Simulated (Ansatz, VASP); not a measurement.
**AgB2: VASP beside Ansatz**

Contents of INCAR:

```
SYSTEM = AgB2
PREC = Accurate
ENCUT = 600
EDIFF = 1E-6
ISMEAR = -1
SIGMA = 0.05
LREAL = .False.
LASPH = .True.
NELM = 80
ALGO = Normal
ISIF = 3
LWAVE = .False.
LCHARG = .False.
GGA = PE
IBRION = 2
NSW = 32
EDIFFG = -0.005
```

KPOINTS

```
Automatic mesh
0
Gamma
  14 14 11
  0 0 0
```

POSCAR

```
AgB2
1.0
    3.0211797805      0.0000000000      0.0000000000
   -1.5105898903      2.6164184393      0.0000000000
    0.0000000000      0.0000000000      4.0626616814
Ag B
1 2
Direct
    0.0000000000      0.0000000000      0.0000000000
    0.3333333333      0.6666666667      0.5000000000
    0.6666666667      0.3333333333      0.5000000000
```

Input for Ansatz:

```yaml
crystal:
  lattice:
    - [3.0211797805, 0.0, 0.0]
    - [-1.5105898903, 2.6164184393, 0.0]
    - [0.0, 0.0, 4.0626616814]
  atoms:
    - { symbol: Ag, position: [0.0, 0.0, 0.0] }
    - { symbol: B, position: [0.3333333333, 0.6666666667, 0.5] }
    - { symbol: B, position: [0.6666666667, 0.3333333333, 0.5] }
kpoints:
  mp_grid: { grid: [14, 14, 11] }
scf:
  occupations: { method: fermi_dirac, width: 0.05 }
hamiltonian:
  xc: pbe
  pseudopotentials: { kind: all_electron, lapw: { basis_error: 0.0005 } }
output:
  forces: true
  stress: true
  eigenvalues: true
relax:
  f_tol: 0.005
  max_steps: 12
  cell: {}
```

Alike in both runs: task relaxation of cell and atoms; functional PBE; k mesh 14 × 14 × 11; occupations fermi-dirac, width 0.05 eV; no spin polarisation.

|  | VASP | Ansatz |
| --- | --- | --- |
| version | VASP 6.6.1 | Ansatz 0.2.0 |
| potentials or method | VASP PAW PBE potentials, release 64 (Ag, B), cutoff 600 eV | all-electron LAPW, scalar-relativistic |

```csv
,VASP,Ansatz,Ansatz less VASP
relaxed volume (Å³/atom),10.69,10.70,+0.007
relaxed length of the cell vector where the two differ most in proportion (Å),4.061,4.062,+0.0011
```

Ansatz ran all-electron here, and VASP with PAW potentials.
